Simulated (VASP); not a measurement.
Input of a VASP 6.6.1 run:

Contents of INCAR:

```
PREC = Accurate
ENCUT = 700
EDIFF = 1E-6
ISMEAR = -1
SIGMA = 0.05
LREAL = Auto
LASPH = T
NELM = 120
ALGO = Normal
ISIF = 2
LWAVE = F
LCHARG = F
GGA = PS
NBANDS = 246
ISYM = -1
GGA_COMPAT = F
```

The input KPOINTS:

```
explicit points
1
Reciprocal
  0.25000000   0.25000000   0.25000000 1
```

Contents of POSCAR:

```
Al13Si3C3N13
1.0
    9.3189416433      0.0000000000      0.0000000000
    0.0000000000     10.7963581565      0.0000000000
    0.0000000000      0.0000000000     10.0069806004
Al Si C N
39 9 9 39
Direct
    0.1674690000      0.0834840000      0.2495380000
    0.1658170000      0.0841070000      0.7483090000
    0.9977620000      0.3365710000      0.2486830000
    0.0012510000      0.3326290000      0.7474000000
    0.4998910000      0.0830740000      0.7501330000
    0.3310650000      0.3351200000      0.2417880000
    0.3327350000      0.3356310000      0.7454910000
    0.1713570000      0.5886490000      0.2483110000
    0.1651570000      0.5848990000      0.7495820000
    0.0008800000      0.8313440000      0.7500890000
    0.8348470000      0.0800550000      0.2464350000
    0.8354830000      0.0839680000      0.7476710000
    0.6691630000      0.3341840000      0.2498460000
    0.6660390000      0.3338550000      0.7488230000
    0.4997770000      0.5856880000      0.2466550000
    0.5026510000      0.5802790000      0.7495250000
    0.3322380000      0.8310500000      0.2507890000
    0.8325080000      0.5830350000      0.2449370000
    0.8347690000      0.5853360000      0.7459230000
    0.6674610000      0.8314580000      0.2480020000
    0.6652840000      0.8286950000      0.7516910000
    0.0010540000      0.1670010000      0.4992730000
    0.3349710000      0.1668610000      0.9992980000
    0.1655010000      0.4180370000      0.5005520000
    0.1646750000      0.4192440000      0.9997480000
    0.9996390000      0.6654940000      0.5000760000
    0.0014120000      0.6678780000      0.9979270000
    0.6690430000      0.1665880000      0.5026890000
    0.6631360000      0.1663830000      0.9999300000
    0.5003220000      0.4172270000      0.5007380000
    0.3338500000      0.6625160000      0.9949450000
    0.1682710000      0.9164040000      0.5031330000
    0.1655550000      0.9161930000      0.9992220000
    0.8340740000      0.4164980000      0.0001740000
    0.6675820000      0.6657000000      0.5022650000
    0.6694950000      0.6634070000      0.0002930000
    0.4998030000      0.9139150000      0.5021650000
    0.4989770000      0.9165650000      0.9991090000
    0.8352580000      0.9148540000      0.9950210000
    0.4976020000      0.0841000000      0.2516070000
    0.9990770000      0.8342810000      0.2479290000
    0.3341220000      0.8324260000      0.7477240000
    0.0007140000      0.1673880000      0.0005340000
    0.3314890000      0.1691380000      0.4990720000
    0.5000870000      0.4159000000      0.9987470000
    0.3345850000      0.6668070000      0.5011580000
    0.8346190000      0.4177320000      0.5003300000
    0.8305060000      0.9179210000      0.5026390000
    0.0008700000      0.1671920000      0.1833050000
    0.0018670000      0.1667720000      0.6878000000
    0.3369330000      0.6709280000      0.1841440000
    0.3360720000      0.6749860000      0.6851690000
    0.8312030000      0.9140630000      0.6818050000
    0.3338050000      0.3251060000      0.4379480000
    0.3405150000      0.3359330000      0.9433740000
    0.8333940000      0.5749610000      0.4403430000
    0.8367430000      0.5815270000      0.9386870000
    0.3439080000      0.1569880000      0.1915430000
    0.3370300000      0.1626520000      0.6778130000
    0.1615990000      0.4221670000      0.1913000000
    0.1648800000      0.4204580000      0.6894220000
    0.0006800000      0.6800770000      0.1956340000
    0.0030400000      0.6691000000      0.6862120000
    0.6549300000      0.1598420000      0.1963340000
    0.6624040000      0.1666380000      0.6904700000
    0.5055370000      0.4156140000      0.1807540000
    0.5031670000      0.4160450000      0.6878300000
    0.1581320000      0.9130620000      0.1949240000
    0.1782650000      0.9129390000      0.6931090000
    0.8309020000      0.4151550000      0.1882990000
    0.8315980000      0.4150460000      0.6796720000
    0.6664650000      0.6692890000      0.1912560000
    0.6637380000      0.6660220000      0.6897750000
    0.4998200000      0.9287990000      0.1957680000
    0.4906940000      0.9148640000      0.6921740000
    0.8410180000      0.9097080000      0.1900250000
    0.1793990000      0.0818890000      0.4410300000
    0.1615380000      0.0849560000      0.9436990000
    0.9897480000      0.3370110000      0.4410610000
    0.9982960000      0.3229420000      0.9412930000
    0.4927120000      0.0836410000      0.4345630000
    0.4999270000      0.0801330000      0.9386730000
    0.1764230000      0.5912990000      0.4425260000
    0.1656700000      0.5847580000      0.9378800000
    0.9926670000      0.8422610000      0.4301910000
    0.0032500000      0.8362340000      0.9399540000
    0.8298810000      0.0728340000      0.4368380000
    0.8378200000      0.0876520000      0.9464290000
    0.6766900000      0.3337680000      0.4420600000
    0.6598070000      0.3337340000      0.9434010000
    0.4919130000      0.5885680000      0.4417230000
    0.5032590000      0.5728650000      0.9411920000
    0.3337300000      0.8272800000      0.4426490000
    0.3336720000      0.8362920000      0.9278160000
    0.6726430000      0.8399850000      0.4391800000
    0.6633180000      0.8346070000      0.9442280000
```

Potentials or basis: VASP PAW PBE potentials, release 64 (Al, Si, C, N).

Launch:

```bash
$ cat potpaw_PBE.64/Al/POTCAR potpaw_PBE.64/Si/POTCAR potpaw_PBE.64/C/POTCAR potpaw_PBE.64/N/POTCAR > POTCAR
$ mpirun -np 1 vasp_std > vasp.out
```

(1) Estimate the largest force.

(2) What does it give for the band gap on the k mesh?

Results:

(1) 0.048 eV/Å.

(2) 3.64 eV.

Caveat: the PAW data sets were made with another functional, which shifts forces and pressure a little; a shifted mesh leaves out Γ, where band edges can lie.
